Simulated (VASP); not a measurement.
# Ta2Ru (P6_3/mmc) in VASP: a series of runs, part 3 of 3

VASP 6.6.1.

### 4 Relaxation of cell and atoms, PBE

INCAR

```
PREC = Accurate
ENCUT = 600
EDIFF = 1E-6
ISMEAR = 0
SIGMA = 0.1
LREAL = False
LASPH = True
NELM = 60
ALGO = Fast
ISIF = 3
LWAVE = False
LCHARG = False
GGA = PE
IBRION = 2
NSW = 90
EDIFFG = -0.04
```

KPOINTS

```
Automatic mesh
0
Gamma
  6 6 2
```

POSCAR

```
Ta2Ru
1.0
    2.9562831669      0.0000000000      0.0000000000
   -1.4781415835      2.5602163233      0.0000000000
    0.0000000000      0.0000000000     11.4987292378
Ta Ru
4 2
Direct
    0.3333333333      0.6666666667      0.6275000000
    0.6666666667      0.3333333333      0.1275000000
    0.3333333333      0.6666666667      0.8725000000
    0.6666666667      0.3333333333      0.3725000000
    0.3333333333      0.6666666667      0.2500000000
    0.6666666667      0.3333333333      0.7500000000
```

Potentials or basis: VASP PAW PBE potentials, release 64 (Ta_pv, Ru_pv).

Command:

```bash
$ cat potpaw_PBE.64/Ta_pv/POTCAR potpaw_PBE.64/Ru_pv/POTCAR > POTCAR
$ mpirun -np 1 vasp_std > vasp.out
```

OUTCAR:

```text
PREC = Accurate
   ENCUT = 600
   EDIFF = 1E-6
   ISMEAR = 0
   LREAL = False
   LASPH = True
   NELM = 60
   ISIF = 3
   GGA = PE
   IBRION = 2
   NSW = 90
   EDIFFG = -0.04

 ion  position               nearest neighbor table
   1  0.333  0.667  0.627-   6 2.21   6 2.21   6 2.21   3 2.82   4 3.39   4 3.39   4 3.39
   2  0.667  0.333  0.127-   5 2.21   5 2.21   5 2.21   4 2.82   3 3.39   3 3.39   3 3.39
   3  0.333  0.667  0.873-   6 2.21   6 2.21   6 2.21   1 2.82   2 3.39   2 3.39   2 3.39
   4  0.667  0.333  0.373-   5 2.21   5 2.21   5 2.21   2 2.82   1 3.39   1 3.39   1 3.39
   5  0.333  0.667  0.250-   2 2.21   4 2.21   2 2.21   4 2.21   2 2.21   4 2.21
   6  0.667  0.333  0.750-   1 2.21   3 2.21   1 2.21   3 2.21   1 2.21   3 2.21

  LATTYP: Found a hexagonal cell.
 ALAT       =     2.9562831669
 C/A-ratio  =     3.8895899305

  Lattice vectors:

 A1 = (   2.9562831669,   0.0000000000,   0.0000000000)
 A2 = (  -1.4781415835,   2.5602163233,   0.0000000000)
 A3 = (   0.0000000000,   0.0000000000,  11.4987292378)

Analysis of symmetry for initial positions (statically):
=====================================================================
 Subroutine PRICEL returns:
 Original cell was already a primitive cell.

 Routine SETGRP: Setting up the symmetry group for a
 hexagonal supercell.

 Subroutine GETGRP returns: Found 24 space group operations
 (whereof 12 operations were pure point group operations)
 out of a pool of 24 trial point group operations.

The static configuration has the point symmetry D_3d.
 The point group associated with its full space group is D_6h.

Analysis of symmetry for dynamics (positions and initial velocities):
=====================================================================
 Subroutine PRICEL returns:
[... 161 lines left out ...]

  FORCE on cell =-STRESS in cart. coord.  units (eV):
  Direction    XX          YY          ZZ          XY          YZ          ZX
  --------------------------------------------------------------------------------------
  -------------------------------------------------------------------------------------
  Total       68.2440302     68.2440302     88.0342744     -0.0000000      0.0000000     -0.0000000
  in kB     1256.3270444   1256.3270444   1620.6522304     -0.0000000      0.0000000     -0.0000000
  external PRESSURE =    1377.7687731 kB  Pullay stress =       0.0000000 kB
[... 679 lines left out ...]
     42       4.0005      0.00000
     43       4.3139      0.00000

------------------------ aborting loop EDIFF was not reached (unconverged)  ----------------------------

  FORCE on cell =-STRESS in cart. coord.  units (eV):
  Direction    XX          YY          ZZ          XY          YZ          ZX
  --------------------------------------------------------------------------------------
  -------------------------------------------------------------------------------------
  Total      -18.7320835    -18.7320835   -135.7134582      0.0000000      0.0000000      0.0000000
  in kB      -84.1854250    -84.1854250   -609.9212159      0.0000000      0.0000000      0.0000000
  external PRESSURE =    -259.4306886 kB  Pullay stress =       0.0000000 kB
[... 679 lines left out ...]
     42       7.3329      0.00000
     43       7.3882      0.00000

------------------------ aborting loop EDIFF was not reached (unconverged)  ----------------------------

  FORCE on cell =-STRESS in cart. coord.  units (eV):
  Direction    XX          YY          ZZ          XY          YZ          ZX
  --------------------------------------------------------------------------------------
  -------------------------------------------------------------------------------------
  Total      -31.4438064    -31.4438064    -34.3093410      0.0000000     -0.0000000      0.0000000
  in kB     -332.1944395   -332.1944395   -362.4679585      0.0000000     -0.0000000      0.0000000
  external PRESSURE =    -342.2856125 kB  Pullay stress =       0.0000000 kB
[... 21 lines left out ...]
  FREE ENERGIE OF THE ION-ELECTRON SYSTEM (eV)
  ---------------------------------------------------
  free  energy   TOTEN  =       -55.0132071414 eV

  energy  without entropy=      -54.9693548383  energy(sigma->0) =      -54.99128099

[... ionic steps 4 to 20 ...]

--------------------------------------- Ionic step       21  -------------------------------------------

 number of electron      72.0000002 magnetization

------------------------ aborting loop because EDIFF is reached ----------------------------------------
[... 75 lines left out ...]
--------------------------------------- Ionic step       23  -------------------------------------------

 number of electron      72.0000003 magnetization

 Free energy of the ion-electron system (eV)
  ---------------------------------------------------
  ext. energy  EPLUGINS =         0.00000000
  ---------------------------------------------------
  free energy    TOTEN  =       -65.15938802 eV

  energy without entropy =      -65.12310019  energy(sigma->0) =      -65.14124410

 E-fermi :   7.5274     XC(G=0): -12.9131

 val. band max:        7.4554209322   @ k =   0.3333  -0.0000   0.0000
 cond. band min:       7.5544924715   @ k =   0.5000   0.0000   0.0000
 fundamental gap:      0.0990715393
 Fermi energy:         7.5274113882
[... 675 lines left out ...]
  FREE ENERGIE OF THE ION-ELECTRON SYSTEM (eV)
  ---------------------------------------------------
  free  energy   TOTEN  =       -65.1593880235 eV

  energy  without entropy=      -65.1231001864  energy(sigma->0) =      -65.14124410

 reached required accuracy - stopping structural energy minimisation
```

OSZICAR:

```text
N       E                     dE             d eps       ncg     rms          rms(c)
DAV:   1     0.966646705463E+03    0.96665E+03   -0.45927E+04  1204   0.205E+03
DAV:   2    -0.390471643064E+01   -0.97055E+03   -0.95383E+03  1261   0.613E+02
DAV:   3    -0.506314433932E+02   -0.46727E+02   -0.45483E+02  1473   0.123E+02
[... 487 lines left out ...]
RMM:   6    -0.651593905024E+02   -0.27948E-04   -0.55854E-04  1434   0.839E-02    0.470E-02
RMM:   7    -0.651593856916E+02    0.48109E-05   -0.11412E-04  1326   0.465E-02    0.137E-02
RMM:   8    -0.651593874260E+02   -0.17344E-05   -0.53512E-05  1341   0.282E-02    0.107E-02
RMM:   9    -0.651593881660E+02   -0.74002E-06   -0.14172E-05  1060   0.131E-02    0.767E-03
RMM:  10    -0.651593880235E+02    0.14247E-06   -0.52504E-06   732   0.515E-03
  23 F= -.65159388E+02 E0= -.65141244E+02  d E =-.118533E-02
```

CONTCAR:

```text
Ta2Ru
   1.00000000000000
     2.8880574029281867    0.0000000000021318    0.0000000000000000
    -1.4440287015110926    2.5011310785082648   -0.0000000000000000
    -0.0000000000000000   -0.0000000000000000   13.9845964460998520
  Ta              Ru
     4     2
Direct
     0.3333333332999970    0.6666666667000030    0.5912117616339254
     0.6666666667000030    0.3333333332999970    0.0912117616339254
     0.3333333332999970    0.6666666667000030    0.9087882383660746
     0.6666666667000030    0.3333333332999970    0.4087882383660745
     0.3333333332999970    0.6666666667000030    0.2500000000000000
     0.6666666667000030    0.3333333332999970    0.7500000000000000

  0.00000000E+00  0.00000000E+00  0.00000000E+00
  0.00000000E+00  0.00000000E+00  0.00000000E+00
  0.00000000E+00  0.00000000E+00  0.00000000E+00
  0.00000000E+00  0.00000000E+00  0.00000000E+00
  0.00000000E+00  0.00000000E+00  0.00000000E+00
  0.00000000E+00  0.00000000E+00  0.00000000E+00
```

Run time: 16 min. Hardware: 1 thread of Intel Xeon 6975P-C (Granite Rapids), shared host; peak memory 0.27 GiB.

What came out:

| Item | Value |
| --- | --- |
| Free energy | -65.1594 eV |
| Relaxed volume | 16.84 Å³/atom |
| Relaxed cell | a = 2.888 Å, b = 2.888 Å, c = 13.985 Å, α = 90.00°, β = 90.00°, γ = 120.00° |
| Space group after relaxing (to 0.05 Å) | P6_3/mmc (No. 194) |
| Energy gained by relaxing | 2686.9 meV/atom |
| Ionic steps | 23 |
| Pressure after relaxing | -0.1 GPa |
| Largest force after relaxing | 0.026 eV/Å |
| Band gap on the k mesh | zero (band 36 reaches 8.43 eV, above the bottom of band 37 at 7.22 eV) |

Forces on the atoms (eV/Å):
```
Ta   0.000  0.000  0.026
Ta   0.000  0.000  0.026
Ta   0.000  0.000 -0.026
Ta   0.000  0.000 -0.026
Ru   0.000  0.000  0.000
Ru   0.000  0.000  0.000
```

The path:
```
step  energy change (eV)  largest force (eV/Å)  pressure (GPa)  volume (Å³)
   1              0.0000               15.8954          137.78        87.03
   2             26.2788                1.6660          -25.94       356.50
   3             -5.9749                0.5382          -34.23       151.65
   4            -12.1347                0.1693          -31.25       133.58
   5            -15.1995                1.1098           -4.73       108.66
   6            -15.2014                1.1725           -3.54       108.05
   7            -15.8462                0.9276            0.74       103.36
   8            -16.0130                0.1461            5.63        99.84
   9            -15.9511                0.5421           -8.09       105.68
  10            -16.0680                0.1555           -0.39       102.14
  11            -16.0680                0.1495           -0.24       102.08
  12            -16.0740                0.0538           -0.29       102.01
  13            -16.0841                0.2032           -0.29       101.79
  14            -16.0645                0.7242            0.50       101.27
  15            -16.0847                0.2933           -0.26       101.71
  16            -16.0875                0.3064           -0.19       101.65
  17            -16.0959                0.3449           -0.07       101.45
  18            -16.1030                0.4237            0.44       101.04
  19            -16.1098                0.3310            0.04       101.12
  20            -16.1137                0.2153           -0.44       101.23
  21            -16.1174                0.1583           -0.01       101.01
  22            -16.1199                0.0526            0.80       100.63
  23            -16.1211                0.0262           -0.07       101.02
```

Final structure:
```xyz
6
Lattice="2.8881 0.0000 0.0000 -1.4440 2.5011 0.0000 0.0000 0.0000 13.9846" Properties=species:S:1:pos:R:3 pbc="T T T"
Ta    0.0000    1.6674    8.2679
Ta    1.4440    0.8337    1.2756
Ta    0.0000    1.6674   12.7090
Ta    1.4440    0.8337    5.7167
Ru    0.0000    1.6674    3.4961
Ru    1.4440    0.8337   10.4884
```

Caveat: the k points lie up to 0.42 Å⁻¹ apart in the final cell; the volume moved by over 15 % at a fixed basis, so the end points are rough; spin-orbit coupling is left out, which moves the levels of the heavy elements.

### 5 Single point, PBE

This run uses another cell than the first one, of 16.91 Å³/atom, 1.165 times its volume.

INCAR

```
SYSTEM = Ta2Ru
ALGO = Fast
EDIFF = 1E-6
ENCUT = 520
GGA = PE
ISIF = 2
ISMEAR = 0
LASPH = .True.
LCHARG = .True.
LELF = .True.
LREAL = .False.
LVHAR = .True.
LWAVE = .False.
NBANDS = 45
NELM = 80
PREC = Accurate
SIGMA = 0.1
```

KPOINTS

```
k-points
0
Gamma
  12 12 4
  0 0 0
```

POSCAR

```
Ta2Ru
1.0
    2.9165237961      0.0000000000      0.0000000000
   -1.4582618981      2.5257836982      0.0000000000
    0.0000000000      0.0000000000     13.7696173258
Ta Ru
4 2
Direct
    0.3333333333      0.6666666667      0.5916537722
    0.6666666667      0.3333333333      0.0916537722
    0.3333333333      0.6666666667      0.9083462278
    0.6666666667      0.3333333333      0.4083462278
    0.3333333333      0.6666666667      0.2500000000
    0.6666666667      0.3333333333      0.7500000000
```

Potentials or basis: VASP PAW PBE potentials, release 64 (Ta_pv, Ru_pv).

Command:

```bash
$ cat potpaw_PBE.64/Ta_pv/POTCAR potpaw_PBE.64/Ru_pv/POTCAR > POTCAR
$ mpirun -np 1 vasp_std > vasp.out
```

OUTCAR:

```text
SYSTEM = Ta2Ru
   EDIFF = 1E-6
   ENCUT = 520
   GGA = PE
   ISIF = 2
   ISMEAR = 0
   LASPH = .True.
   LREAL = .False.
   NELM = 80
   PREC = Accurate

 ion  position               nearest neighbor table
   1  0.333  0.667  0.592-   6 2.75   6 2.75   6 2.75   4 3.03   4 3.03   4 3.03
   2  0.667  0.333  0.092-   5 2.75   5 2.75   5 2.75   3 3.03   3 3.03   3 3.03
   3  0.333  0.667  0.908-   6 2.75   6 2.75   6 2.75   2 3.03   2 3.03   2 3.03
   4  0.667  0.333  0.408-   5 2.75   5 2.75   5 2.75   1 3.03   1 3.03   1 3.03
   5  0.333  0.667  0.250-   2 2.75   4 2.75   2 2.75   4 2.75   2 2.75   4 2.75
   6  0.667  0.333  0.750-   1 2.75   3 2.75   1 2.75   3 2.75   1 2.75   3 2.75

  LATTYP: Found a hexagonal cell.
 ALAT       =     2.9165237961
 C/A-ratio  =     4.7212429208

  Lattice vectors:

 A1 = (   2.9165237961,   0.0000000000,   0.0000000000)
 A2 = (  -1.4582618981,   2.5257836982,   0.0000000000)
 A3 = (   0.0000000000,   0.0000000000,  13.7696173258)

Analysis of symmetry for initial positions (statically):
=====================================================================
 Subroutine PRICEL returns:
 Original cell was already a primitive cell.

 Routine SETGRP: Setting up the symmetry group for a
 hexagonal supercell.

 Subroutine GETGRP returns: Found 24 space group operations
 (whereof 12 operations were pure point group operations)
 out of a pool of 24 trial point group operations.

The static configuration has the point symmetry D_3d.
 The point group associated with its full space group is D_6h.

Analysis of symmetry for dynamics (positions and initial velocities):
=====================================================================
 Subroutine PRICEL returns:
 Original cell was already a primitive cell.

 Routine SETGRP: Setting up the symmetry group for a
 hexagonal supercell.

 Subroutine GETGRP returns: Found 24 space group operations
[... 135 lines left out ...]
  Thomas-Fermi vector in A             =   2.576812
   LORBIT       =      0    0 simple, 1 ext, 2 COOP (PROOUT), +10 PAW based schemes
   GGA     = PE    functional components
   LHFCALC =     F    Hartree Fock is set to
   AEXX    =    0.0000 exact exchange contribution
   IVDW    =     0    specifies the selected vdW correction
   LEPSILON=     F    determine dielectric tensor
   LRPA    =     F    only Hartree local field effects (RPA)
 non-spin polarized calculation
 RMM-DIIS sequential band-by-band and
 Gauss-broadening in eV      SIGMA  =   0.10
  energy-cutoff  :      520.00
  volume of cell :      101.43
 maximum number of plane-waves:      2799
 NGX is ok and might be reduce to    24
   NGX = 11   NGY = 11   NGZ = 51

 number of electron      72.0000011 magnetization

 Free energy of the ion-electron system (eV)
  ---------------------------------------------------
  ext. energy  EPLUGINS =         0.00000000
  ---------------------------------------------------
  free energy    TOTEN  =       -65.22264258 eV

  energy without entropy =      -65.18659362  energy(sigma->0) =      -65.20461810

 E-fermi :   7.4687     XC(G=0): -12.8908

 val. band max:        7.4673447968   @ k =   0.5000   0.0000   0.2500
 cond. band min:       7.4696753087   @ k =   0.4167   0.1667   0.5000
 fundamental gap:      0.0023305119
 Fermi energy:         7.4686795697

 k-point     1 :       0.0000    0.0000    0.0000
  band No.  band energies     occupation
      1     -34.9055      2.00000
      2     -34.9051      2.00000
      3     -34.7583      2.00000
      4     -34.7583      2.00000
      5     -34.7583      2.00000
      6     -34.7583      2.00000
[... 1141 lines left out ...]
     44      10.4808      0.00000
     45      11.2079      0.00000

 [... further k-points ...]

------------------------ aborting loop because EDIFF is reached ----------------------------------------

  FORCE on cell =-STRESS in cart. coord.  units (eV):
  Direction    XX          YY          ZZ          XY          YZ          ZX
  --------------------------------------------------------------------------------------
  -------------------------------------------------------------------------------------
  Total        0.0643184      0.0643184      0.0922561     -0.0000000      0.0000000      0.0000000
  in kB        1.0159268      1.0159268      1.4572100     -0.0000000      0.0000000      0.0000000
  external PRESSURE =       1.1630212 kB  Pullay stress =       0.0000000 kB

 VOLUME and BASIS-vectors are now :
 -----------------------------------------------------------------------------
  energy-cutoff  :      520.00
  volume of cell :      101.43
      direct lattice vectors                 reciprocal lattice vectors
     2.916523796  0.000000000  0.000000000     0.342873938  0.197958361  0.000000000
    -1.458261898  2.525783698  0.000000000     0.000000000  0.395916721  0.000000000
     0.000000000  0.000000000 13.769617326     0.000000000  0.000000000  0.072623659

 POSITION                                       TOTAL-FORCE (eV/Angst)
 -----------------------------------------------------------------------------------
     -0.00000      1.68386      8.14685         0.000000     -0.000000     -0.010175
      1.45826      0.84193      1.26204        -0.000000      0.000000     -0.010175
     -0.00000      1.68386     12.50758         0.000000     -0.000000      0.010175
      1.45826      0.84193      5.62277         0.000000     -0.000000      0.010175
     -0.00000      1.68386      3.44240        -0.000000     -0.000000     -0.000000
      1.45826      0.84193     10.32721         0.000000      0.000000     -0.000000
 -----------------------------------------------------------------------------------
    total drift:                               -0.000000      0.000000     -0.000000

  FREE ENERGIE OF THE ION-ELECTRON SYSTEM (eV)
  ---------------------------------------------------
  free  energy   TOTEN  =       -65.2226425828 eV

  energy  without entropy=      -65.1865936196  energy(sigma->0) =      -65.20461810
```

stdout:

```text
POSCAR found type information on POSCAR TaRu
 POSCAR found :  2 types and       6 ions
 scaLAPACK will be used
 LDA part: xc-table for (Slater+PW92), standard interpolation
 POSCAR, INCAR and KPOINTS ok, starting setup
 FFT: planning ... GRIDC
 FFT: planning ... GRID_SOFT
 FFT: planning ... GRID
 WAVECAR not read
 entering main loop
```

It took 2.6 min on 1 thread of Intel Xeon 6975P-C (Granite Rapids), shared host; peak memory 0.37 GiB.

Results:

```
Free energy            : -65.2226 eV
Pressure               : 0.1 GPa
Largest force          : 0.010 eV/Å
Band gap on the k mesh : zero (band 36 reaches 8.49 eV, above the bottom of band 37 at 7.06 eV)
```

Forces on the atoms (eV/Å):
```
Ta   0.000  0.000 -0.010
Ta   0.000  0.000 -0.010
Ta   0.000  0.000  0.010
Ta   0.000  0.000  0.010
Ru   0.000  0.000  0.000
Ru   0.000  0.000  0.000
```

Caveat: spin-orbit coupling is left out, which moves the levels of the heavy elements.

### 6 Summary

| task | cell | k mesh | cutoff (eV) | gap on the mesh (eV) | pressure (GPa) | largest force (eV/Å) |
| --- | --- | --- | --- | --- | --- | --- |
| single point | a = 2.956, b = 2.956, c = 11.499 Å, angles 90.0, 90.0, 120.0°, 6 atoms | 6 × 6 × 2 | 520 | none | 137.7 | 15.90 |
| single point | a = 2.888, b = 2.888, c = 13.979 Å, angles 90.0, 90.0, 120.0°, 6 atoms | 6 × 6 × 2 | 520 | none | 0.1 | - |
| relaxation of cell and atoms | relaxed from a = 2.956, b = 2.956, c = 11.499 Å, angles 90.0, 90.0, 120.0°, 6 atoms | 6 × 6 × 2 | 600 | none | -0.1 | 0.03 |
| single point | a = 2.917, b = 2.917, c = 13.770 Å, angles 90.0, 90.0, 120.0°, 6 atoms | 12 × 12 × 4 | 520 | none | 0.1 | 0.01 |

Alike in all rows: level PBE; potentials or basis VASP PAW PBE potentials, release 64 (Ta_pv, Ru_pv); no spin polarisation; smearing gaussian 0.1 eV.

Caveats: some runs use coarse meshes; spin-orbit coupling is left out, which moves the levels of the heavy elements; forces of over 1 eV/Å act on the atoms, so gaps and moduli don't describe the material at rest (some runs); the volume moved by over 15 % at a fixed basis, so the end points are rough (some runs).

Absolute energies hang on the potentials; compare differences alone.
